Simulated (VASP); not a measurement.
A run of VASP 6.6.1:

The input INCAR:

```
PREC = Accurate
ENCUT = 600
EDIFF = 1E-6
ISMEAR = 0
SIGMA = 0.1
LREAL = F
LASPH = T
NELM = 100
ALGO = Normal
ISIF = 3
LWAVE = F
LCHARG = F
GGA = PE
IBRION = 2
NSW = 100
EDIFFG = -0.01
```

File KPOINTS:

```
Automatic mesh
0
Gamma
  8 8 8
```

The input POSCAR:

```
TlIn4
1.0
   -3.5363445204      3.5363445204      3.5363445204
    3.5363445204     -3.5363445204      3.5363445204
    3.5363445204      3.5363445204     -3.5363445204
Tl In
1 4
Direct
    0.0000000000      0.0000000000      0.0000000000
    0.5000000000      0.5000000000      0.5000000000
    0.5000000000      0.0000000000      0.0000000000
    0.0000000000      0.0000000000      0.5000000000
    0.0000000000      0.5000000000      0.0000000000
```

Potentials or basis: VASP PAW PBE potentials, release 64 (Tl_d, In_d).

Launch:

```bash
$ cat potpaw_PBE.64/Tl_d/POTCAR potpaw_PBE.64/In_d/POTCAR > POTCAR
$ mpirun -np 1 vasp_std > vasp.out
```

Hardware: 1 thread of AMD EPYC 9R45 96-Core Processor (Zen 5), on a shared host.

Task: Estimate the wall time of this run.

Result: Run time: 3.4 min on 1 thread of AMD EPYC 9R45 96-Core Processor (Zen 5), on a shared host, peak memory 0.46 GiB. Counts: scf iterations 18, k points 29, ion steps 2.
